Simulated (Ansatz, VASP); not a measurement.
## Pt: VASP beside Ansatz

Contents of INCAR:

```
SYSTEM = Pt
  PREC = Accurate
  ENCUT = 520
  EDIFF = 1E-7
  ISMEAR = -1
  SIGMA = 0.1
  LREAL = .False.
  LASPH = .True.
  NELM = 60
  ALGO = Normal
  ISIF = 2
  LWAVE = .False.
  LCHARG = .False.
  GGA = PS
  NBANDS = 28
```

File KPOINTS:

```
Automatic mesh
0
Gamma
  15 15 4
  0 0 0
```

Contents of POSCAR:

```
Pt
1.0
    2.8610559650      0.0000000000      0.0000000000
   -1.4305279825      2.4777471474      0.0000000000
    0.0000000000      0.0000000000      9.5405937179
Pt
4
Direct
    1.0000000000      0.0000000000      0.0000000000
    1.0000000000      0.0000000000      0.5000000000
    0.3333333333      0.6666666667      0.2500000000
    0.6666666667      0.3333333333      0.7500000000
```

Input for Ansatz:

```yaml
crystal:
  lattice:
    - [2.861055965, 0.0, 0.0]
    - [-1.4305279825, 2.4777471474, 0.0]
    - [0.0, 0.0, 9.5405937179]
  atoms:
    - { symbol: Pt, position: [1.0, 0.0, 0.0] }
    - { symbol: Pt, position: [1.0, 0.0, 0.5] }
    - { symbol: Pt, position: [0.3333333333, 0.6666666667, 0.25] }
    - { symbol: Pt, position: [0.6666666667, 0.3333333333, 0.75] }
hamiltonian:
  xc: pbesol
  pseudopotentials:
    kind: paw
    azcp:
      Pt: "pseudopotentials/Pt.paw.azcp"
basis:
  ecutwfc: 420
  fft_grid_basis: typed
kpoints:
  mp_grid: { grid: [15, 15, 4], shift: [0, 0, 0] }
magnetization:
  spin_polarized: false
scf:
  occupations: { method: fermi_dirac, width: 0.1 }
  lower_state_search: "off"
output:
  stress: true
```

Alike in both runs: task single point; functional PBEsol; k mesh 15 × 15 × 4; occupations fermi-dirac, width 0.1 eV; no spin polarisation.

|  | VASP | Ansatz |
| --- | --- | --- |
| version | VASP 6.6.1 | Ansatz 0.2.0 |
| potentials or method | VASP PAW PBE potentials, release 64 (Pt), cutoff 520 eV | plane waves (420 eV) with PAW, scalar-relativistic |
| valence electrons in the cell | 40 | 72 |

|  | VASP | Ansatz | Ansatz less VASP |
| --- | --- | --- | --- |
| pressure (GPa) | -23.9 | -23.6 | +0.33 |
| traceless stress, the component that is largest in VASP (GPa) | 0.73 | 0.77 | +0.046 |

VASP's potentials were made for PBE, not for PBEsol, and Ansatz warns of the same on its side. With one functional, cell and mesh, what is left measures potentials, basis and numerics. VASP's potentials hold 40 valence electrons a cell and Ansatz's 72, so a difference there can come from the potentials and not from the codes.

Spin-orbit coupling is off throughout.
